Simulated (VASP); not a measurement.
Wanted: the native input for a VASP 6.6.1 run.

| Item | Value |
| --- | --- |
| Task | single point |
| Functional | PBE |
| Potentials or basis | VASP PAW PBE potentials, release 64 (W_sv, S) |
| Cutoff | 520 eV |
| k mesh | 14 × 14 × 14 |
| Occupations | gaussian, width 0.1 eV |
| Spin | no spin polarisation |
| Hubbard terms | W d U = 6.2 eV |
| Dipole correction | no |
| Further INCAR settings | ALGO = Normal; EDIFF = 1e-07; NBANDS = 17 |

The structure of WS lies in POSCAR:

```
WS
1.0
    0.0000000000      2.7049240099      2.7049240099
    2.7049240099      0.0000000000      2.7049240099
    2.7049240099      2.7049240099      0.0000000000
W S
1 1
Direct
    0.0000000000      0.0000000000      0.0000000000
    0.5000000000      0.5000000000      0.5000000000
```

These files were run (other wordings do the same):

INCAR

```
PREC     = Accurate       # precision mode
ENCUT    = 520            # plane-wave cutoff, eV
EDIFF    = 1E-7           # SCF threshold, eV
ISMEAR   = 0              # smearing method
SIGMA    = 0.1            # smearing width, eV
LREAL    = F              # projectors in reciprocal space
LASPH    = T              # aspherical terms in the spheres
NELM     = 150            # most SCF steps
ALGO     = Normal         # electronic algorithm
ISIF     = 2              # what is computed and relaxed
LWAVE    = F              # write WAVECAR
LCHARG   = F              # write CHGCAR
LMAXMIX  = 4              # l up to which the mixer works
LDAU     = T              # DFT+U
LDAUTYPE = 2            
LDAUL    = 2 -1           # shell
LDAUU    = 6.2 0          # U, eV
LDAUJ    = 0 0          
LDAUPRINT= 1            
GGA      = PE             # functional
NBANDS   = 17             # bands
```

KPOINTS

```
regular mesh
0
Gamma
  14 14 14
```

Potentials or basis: VASP PAW PBE potentials, release 64 (W_sv, S).

Command:

```bash
$ cat potpaw_PBE.64/W_sv/POTCAR potpaw_PBE.64/S/POTCAR > POTCAR
$ mpirun -np 1 vasp_std > vasp.out
```

Results of the run:

```
Pressure               : -17.7 GPa
Band gap on the k mesh : zero (band 10 reaches 8.45 eV, above the bottom of band 11 at 6.13 eV)
```

Caveat: spin-orbit coupling is left out, which moves the levels of the heavy elements; U without spin polarisation on a metal has little footing.

Wall time 2.3 min on 1 thread of Intel(R) Xeon(R) 6975P-C (Granite Rapids), with other jobs on the host, peak memory 0.2 GiB.
